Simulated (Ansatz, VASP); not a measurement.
This is a calculation of Ag for VASP 6.6.1.

INCAR

```
ALGO = Fast
EDIFF = 1E-6
ENCUT = 520
GGA = PS
ISIF = 2
ISMEAR = -1
LASPH = True
LCHARG = False
LREAL = False
LWAVE = False
NBANDS = 24
NELM = 80
PREC = Accurate
SIGMA = 0.05
```

KPOINTS

```
k-points
0
Gamma
  10 10 10
```

Contents of POSCAR:

```
Ag
1.0
    1.4828027268      0.8560965535      7.2523643044
   -1.4828027268      0.8560965535      7.2523643044
    0.0000000000     -1.7121931070      7.2523643044
Ag
3
Direct
    0.2222810000      0.2222810000      0.2222810000
    0.7777190000      0.7777190000      0.7777190000
    0.0000000000      0.0000000000      0.0000000000
```

Potentials or basis: VASP PAW PBE potentials, release 64 (Ag).

The run is started by

```bash
$ cat potpaw_PBE.64/Ag/POTCAR > POTCAR
$ mpirun -np 1 vasp_std > vasp.out
```

Question: Translate it to Ansatz 0.2.0. Potentials there: Ansatz PAW.

Answer: As run (the cutoff follows the program's own potentials):

Contents of input.yaml:

```yaml
crystal:
  lattice:
    - [1.4828027268, 0.8560965535, 7.2523643044]
    - [-1.4828027268, 0.8560965535, 7.2523643044]
    - [0.0, -1.712193107, 7.2523643044]
  atoms:
    - { symbol: Ag, position: [0.222281, 0.222281, 0.222281] }
    - { symbol: Ag, position: [0.777719, 0.777719, 0.777719] }
    - { symbol: Ag, position: [0.0, 0.0, 0.0] }
hamiltonian:
  xc: pbesol
  pseudopotentials: { kind: paw }
kpoints:
  mp_grid: { grid: [10, 10, 10] }
scf:
  occupations: { method: fermi_dirac, width: 0.05 }
output:
  forces: true
  stress: true
  eigenvalues: true
```

Potentials or basis: Ansatz PAW.

Launch:

```bash
$ ansatz run input.yaml --threads 1 --pin off --max-ram 3584MiB --backend cpu --events-out ev --progress --plain --runs-dir out
```

Both were run:

|  | VASP | Ansatz | Ansatz less VASP |
| --- | --- | --- | --- |
| gap on the k mesh at the Fermi level (eV) | none | none | - |
| pressure (GPa) | -8.6 | -8.6 | +0.06 |
| traceless stress, the component that is largest in VASP (GPa) | -0.35 | -0.35 | +0.002 |

VASP's potentials were made for PBE, not for PBEsol. A gap of «none» marks a metal or a gap that the smearing closes. VASP's potentials hold 33 valence electrons a cell and Ansatz's 57, so a difference there can come from the potentials and not from the codes.
